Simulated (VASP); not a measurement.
Write the native input for VASP 6.6.1 that does the following.

| Item | Value |
| --- | --- |
| Task | single point |
| Functional | LDA |
| Potentials or basis | VASP PAW LDA potentials, release 64 (Nb_sv) |
| Cutoff | 520 eV |
| k mesh | 9 × 9 × 13 |
| Occupations | fermi-dirac, width 0.1 eV |
| Spin | no spin polarisation |
| Dipole correction | no |
| Further INCAR settings | ALGO = Normal; EDIFF = 1e-06; NBANDS = 26 |

The structure of Nb lies in POSCAR:

```
Nb
1.0
    4.9168440296      0.0000000000      0.0000000000
   -2.4584220148      4.2581118361      0.0000000000
    0.0000000000      0.0000000000      2.7026564799
Nb
3
Direct
    0.0000000000      0.0000000000      0.0000000000
    0.3333333333      0.6666666667      0.5000000000
    0.6666666667      0.3333333333      0.5000000000
```

This cell differs from its parent crystal: volume scaled by 1.08.

These files were run (other wordings do the same):

INCAR

```
SYSTEM = Nb
PREC = Accurate
ENCUT = 520
EDIFF = 1E-6
ISMEAR = -1
SIGMA = 0.1
LREAL = .FALSE.
LASPH = .TRUE.
NELM = 80
ALGO = Normal
ISIF = 2
LWAVE = .FALSE.
LCHARG = .FALSE.
GGA = CA
NBANDS = 26
```

KPOINTS

```
Automatic mesh
0
G
  9 9 13
  0 0 0
```

Potentials or basis: VASP PAW LDA potentials, release 64 (Nb_sv).

The run is started by

```console
$ cat potpaw_LDA.64/Nb_sv/POTCAR > POTCAR
$ mpirun -np 1 vasp_std > vasp.out
```

Results of the run:

The pressure is -12.3 GPa.

Run time: 120 s on 1 thread of Intel(R) Xeon(R) Platinum 8259CL CPU @ 2.50GHz (Skylake/Cascade Lake) (shared host), peak memory 0.21 GiB.
